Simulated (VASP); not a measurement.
A run of VASP 6.6.1 is set up as follows.

The input INCAR:

```
SYSTEM = ZrTa2C2
  ALGO = Fast
  EDIFF = 1E-7
  EDIFFG = -0.01
  ENCUT = 600
  GGA = PE
  IBRION = 2
  ISIF = 3
  ISMEAR = 0
  LASPH = .TRUE.
  LCHARG = .FALSE.
  LREAL = .FALSE.
  LWAVE = .FALSE.
  NELM = 60
  NSW = 100
  PREC = Accurate
  SIGMA = 0.1
```

The input KPOINTS:

```
k-points
0
G
  10 10 8
  0 0 0
```

The input POSCAR:

```
ZrTa2C2
1.0
    4.1326600396      0.0000000000      0.0000000000
    0.0000000000      4.1326600396      0.0000000000
    0.0000000000      0.0000000000      5.6607039292
Zr Ta C
1 2 2
Direct
    0.0000000000      0.0000000000      0.0000000000
    0.5000000000      0.0000000000      0.5000000000
    0.0000000000      0.5000000000      0.5000000000
    0.0000000000      0.0000000000      0.6288312930
    0.0000000000      0.0000000000      0.3711687070
```

Potentials or basis: VASP PAW PBE potentials, release 64 (Zr_sv, Ta_pv, C).

Run with:

```bash
$ cat potpaw_PBE.64/Zr_sv/POTCAR potpaw_PBE.64/Ta_pv/POTCAR potpaw_PBE.64/C/POTCAR > POTCAR
$ mpirun -np 1 vasp_std > vasp.out
```

Problem. Predict the space group after relaxing (to 0.1 Å).

Solution. P4/mmm (No. 123).

Problem. Estimate the band gap on the k mesh.

Solution. Zero (bands 21 and 22 overlap by 0.55 eV).

Problem. What does it give for the relaxed volume?

Solution. 19.36 Å³/atom.

Forces on the atoms (eV/Å):
```
Zr   0.000  0.000  0.000
Ta   0.000  0.000  0.000
Ta   0.000  0.000  0.000
C    0.000  0.000 -0.002
C    0.000  0.000  0.002
```

Caveat: spin-orbit coupling is left out, which moves the levels of the heavy elements.
